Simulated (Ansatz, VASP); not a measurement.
One calculation of SnSbS2, two programs

```
CELL_PARAMETERS angstrom
5.21142 0.00000 0.00000
0.00000 5.21142 0.00000
0.00000 0.00000 3.73624
ATOMIC_POSITIONS crystal
Sn 0.50000 0.50000 0.50000
Sb 0.00000 0.00000 0.00000
S 0.00000 0.50000 0.23928
S 0.50000 0.00000 0.76072
```

Change from the starting cell: species swapped into the ZnSnP2 type (P-4m2, No. 115).

Alike in both runs: task relaxation of cell and atoms; functional PBE; k mesh 4 × 4 × 6; occupations gaussian, width 0.1 eV; no spin polarisation.

|  | VASP | Ansatz |
| --- | --- | --- |
| version | VASP 6.6.1 | Ansatz 0.2.0 |
| potentials or method | VASP PAW PBE potentials, release 64 (Sn_d, Sb, S), cutoff 600 eV | scalar-relativistic, plane waves, PAW |
| valence electrons in the cell | 31 | 41 |

Ansatz gave:

- gap on the k mesh at the Fermi level, each at its own relaxed structure (eV): none
- relaxed volume (Å³/atom): 24.81
- relaxed cell length with the largest relative difference (Å): 3.554

**Question.** What did VASP give for the same quantities?

**Answer.** gap on the k mesh at the Fermi level, each at its own relaxed structure (eV): none; relaxed volume (Å³/atom): 24.64; relaxed cell length with the largest relative difference (Å): 3.529.

A gap of «none» marks a metal or a gap that the smearing closes. VASP's potentials hold 31 valence electrons a cell and Ansatz's 41, so a difference there can come from the potentials and not from the codes.

Spin-orbit coupling is off throughout.
